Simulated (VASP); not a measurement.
Set up this calculation in VASP 6.6.1, as the native input.

```yaml
Task: single point
Functional: PBE
Potentials_or_basis: VASP PAW PBE potentials, release 64 (Li_sv, Zr_sv, P)
Cutoff: 520 eV
k_mesh: 12 × 12 × 12
Occupations: gaussian, width 0.1 eV
Spin: no spin polarisation
Dipole_correction: no
Further_INCAR_settings: ALGO = Normal; EDIFF = 1e-06; NBANDS = 22
```

The structure of Li2ZrP2 lies in POSCAR:

```
Li2ZrP2
1.0
   -2.1772712520      2.1772712520      3.9252939384
    2.1772712520     -2.1772712520      3.9252939384
    2.1772712520      2.1772712520     -3.9252939384
Li Zr P
2 1 2
Direct
    0.3596973104      0.3596973104      0.0000000000
    0.6403026896      0.6403026896      0.0000000000
    0.0000000000      0.0000000000      0.0000000000
    0.2500000000      0.7500000000      0.5000000000
    0.7500000000      0.2500000000      0.5000000000
```

These files were run (other wordings do the same):

INCAR

```
PREC     = Accurate       # precision mode
ENCUT    = 520            # plane-wave cutoff, eV
EDIFF    = 1E-6           # SCF threshold, eV
ISMEAR   = 0              # smearing method
SIGMA    = 0.1            # smearing width, eV
LREAL    = F              # projectors in reciprocal space
LASPH    = T              # aspherical terms in the spheres
NELM     = 60             # most SCF steps
ALGO     = Normal         # electronic algorithm
ISIF     = 2              # what is computed and relaxed
LWAVE    = F              # write WAVECAR
LCHARG   = F              # write CHGCAR
GGA      = PE             # functional
NBANDS   = 22             # bands
```

KPOINTS

```
regular mesh
0
Gamma
  12 12 12
```

Potentials or basis: VASP PAW PBE potentials, release 64 (Li_sv, Zr_sv, P).

Run with:

```sh
$ cat potpaw_PBE.64/Li_sv/POTCAR potpaw_PBE.64/Zr_sv/POTCAR potpaw_PBE.64/P/POTCAR > POTCAR
$ mpirun -np 1 vasp_std > vasp.out
```

Results of the run:

```yaml
Largest_force: 0.011 eV/Å
Band_gap_on_the_k_mesh: zero (bands 14 and 15 overlap by 0.93 eV)
```

Run time: 5 min on 1 thread of Intel(R) Xeon(R) Platinum 8259CL CPU @ 2.50GHz (Skylake/Cascade Lake) (shared host), peak memory 0.42 GiB.
